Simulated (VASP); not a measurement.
The system is W.

```
W
1.0
     0.00000    2.03000    2.03000
     2.03000    0.00000    2.03000
     2.03000    2.03000    0.00000
W
1
Direct
  0.00000 0.00000 0.00000
```

```yaml
Program: VASP 6.6.1
Task: relaxation of cell and atoms
Functional: PBE
Potentials_or_basis: VASP PAW PBE potentials, release 64 (W_sv)
Cutoff: 600 eV
k_mesh: 18 × 18 × 18
Occupations: gaussian, width 0.1 eV
Spin: no spin polarisation
```

At the start: pressure -4.1 GPa; volume 16.73 Å³/atom.

Q: How do energy, volume and symmetry change on relaxing?

A: Over 4 steps the energy falls by 3.3 meV/atom and the volume is 16.48 Å³/atom (-1.5 %); space group Fm-3m (No. 225, to 0.05 Å).

Step by step:
| step | energy change (eV) | largest force (eV/Å) | pressure (GPa) | volume (Å³) |
| --- | --- | --- | --- | --- |
| 1 | 0.0000 | 0.0000 | -4.12 | 16.73 |
| 2 | 0.0313 | 0.0000 | 14.99 | 15.71 |
| 3 | -0.0033 | 0.0000 | -0.16 | 16.49 |
| 4 | -0.0033 | 0.0000 | 0.00 | 16.48 |

Final structure:
```yaml
crystal:
  lattice:
    - [0.00000, 2.01965, 2.01965]
    - [2.01965, 0.00000, 2.01965]
    - [2.01965, 2.01965, 0.00000]
  atoms:
    - { symbol: W, position: [0.00000, 0.00000, 0.00000] }
```
